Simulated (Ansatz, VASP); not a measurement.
Ta3TiN4 in VASP and in Ansatz

POSCAR

```
Ta3TiN4
1.0
    2.9427008797     -0.0000000289      0.0000000000
   -1.4713504149      2.5484537320      0.0000000000
    0.0000000000      0.0000000000     11.3825828000
Ti Ta N
1 3 4
Direct
    0.0000000000      0.0000000000      0.5000000000
    0.0000000000      0.0000000000      0.0000000000
    0.0000000000      0.0000000000      0.2549560000
    0.0000000000      0.0000000000      0.7450440000
    0.6666666667      0.3333333333      0.8732760000
    0.6666666667      0.3333333333      0.1267240000
    0.6666666667      0.3333333333      0.3778760000
    0.6666666667      0.3333333333      0.6221240000
```

Contents of INCAR.step1:

```
SYSTEM = Ta3TiN4
PREC = Accurate
ENCUT = 660
ISMEAR = 0
SIGMA = 0.1
LREAL = .FALSE.
LASPH = .TRUE.
NELM = 200
ISPIN = 2
MAGMOM = 1 0 0 0 0 0 0 0
LMAXMIX = 4
NBANDS = 46
GGA = PE
ALGO = Normal
EDIFF = 1E-5
LWAVE = .TRUE.
LCHARG = .FALSE.
GGA_COMPAT = .FALSE.
KPAR = 4
```

The input INCAR.step2:

```
SYSTEM = Ta3TiN4
PREC = Accurate
ENCUT = 660
EDIFF = 1E-6
ISMEAR = 0
SIGMA = 0.1
LREAL = .FALSE.
LASPH = .TRUE.
NELM = 200
ALGO = Normal
ISIF = 2
LWAVE = .FALSE.
LCHARG = .FALSE.
ISPIN = 2
MAGMOM = 1 0 0 0 0 0 0 0
LORBIT = 11
LMAXMIX = 4
METAGGA = R2SCAN
LMIXTAU = .TRUE.
NBANDS = 46
ISTART = 1
GGA_COMPAT = .FALSE.
KPAR = 4
```

KPOINTS

```
Automatic mesh
0
G
  12 12 4
  0 0 0
```

Input for Ansatz:

```yaml
crystal:
  lattice:
    - [2.9427008797, -2.89e-08, 0.0]
    - [-1.4713504149, 2.548453732, 0.0]
    - [0.0, 0.0, 11.3825828]
  atoms:
    - { symbol: Ti, position: [0.0, 0.0, 0.5], spin: 1.0 }
    - { symbol: Ta, position: [0.0, 0.0, 0.0] }
    - { symbol: Ta, position: [0.0, 0.0, 0.254956] }
    - { symbol: Ta, position: [0.0, 0.0, 0.745044] }
    - { symbol: "N", position: [0.6666666667, 0.3333333333, 0.873276] }
    - { symbol: "N", position: [0.6666666667, 0.3333333333, 0.126724] }
    - { symbol: "N", position: [0.6666666667, 0.3333333333, 0.377876] }
    - { symbol: "N", position: [0.6666666667, 0.3333333333, 0.622124] }
basis:
  ecutwfc: 500
kpoints:
  mp_grid: { grid: [12, 12, 4] }
  band_path:
    path:
      - [[0.0, 0.0, 0.0], [0.5, 0.0, 0.0], [0.33333333, 0.33333333, 0.0], [0.0, 0.0, 0.0], [0.0, 0.0, 0.5], [0.5, 0.0, 0.5], [0.33333333, 0.33333333, 0.5], [0.0, 0.0, 0.5]]
      - [[0.5, 0.0, 0.5], [0.5, 0.0, 0.0]]
      - [[0.33333333, 0.33333333, 0.5], [0.33333333, 0.33333333, 0.0]]
    npoints: 14
hamiltonian:
  xc: r2scan
scf:
  occupations: { method: gaussian, width: 0.1 }
  n_extra_bands: 20
output:
  forces: true
  stress: true
  eigenvalues: true
  populations: true
  dos: { projected: true, de: 0.02, nscf_kmesh: { grid: [15, 15, 5] } }
  bader: true
  write_density: true
  write_potential: true
  elf: true
  volumetric_format: npy
magnetization:
  spin_polarized: true
```

Alike in both runs: task single point; functional r2SCAN; k mesh 12 × 12 × 4; occupations gaussian, width 0.1 eV; collinear spin.

```csv
,VASP,Ansatz
version,VASP 6.6.1,Ansatz 0.2.0
potentials or method,"VASP PAW PBE potentials, release 64 (Ti_sv, Ta_pv, N), cutoff 660 eV","scalar-relativistic, plane waves, PAW"
valence electrons in the cell,65,71
```

Ansatz gave:

- gap on the k mesh at the Fermi level (eV): none
- pressure (GPa): -3.9
- traceless stress, the component that is largest in VASP (GPa): 0.42
- rms of the force components (eV/Å): 0.058
- net moment per atom (μB): 0.11
- size of the moment on the site where the two differ most (μB): 0.49

**Question.** Which values does VASP return?

**Answer.** gap on the k mesh at the Fermi level (eV): none; pressure (GPa): -2.9; traceless stress, the component that is largest in VASP (GPa): -0.14; rms of the force components (eV/Å): 0.014; net moment per atom (μB): 0.00; size of the moment on the site where the two differ most (μB): 0.00.

The net moments are unlike, so the other rows may belong to different states. VASP's potentials were made for PBE, not for r2SCAN. Site moments also hang on the region over which each program counts them. Atom by atom the forces differ by 0.045 eV/Å (rms over components). A gap of «none» marks a metal or a gap that the smearing closes. VASP's potentials hold 65 valence electrons a cell and Ansatz's 71, so a difference there can come from the potentials and not from the codes. Ansatz's warnings: stability check not made.

Neither program's run includes spin-orbit coupling.
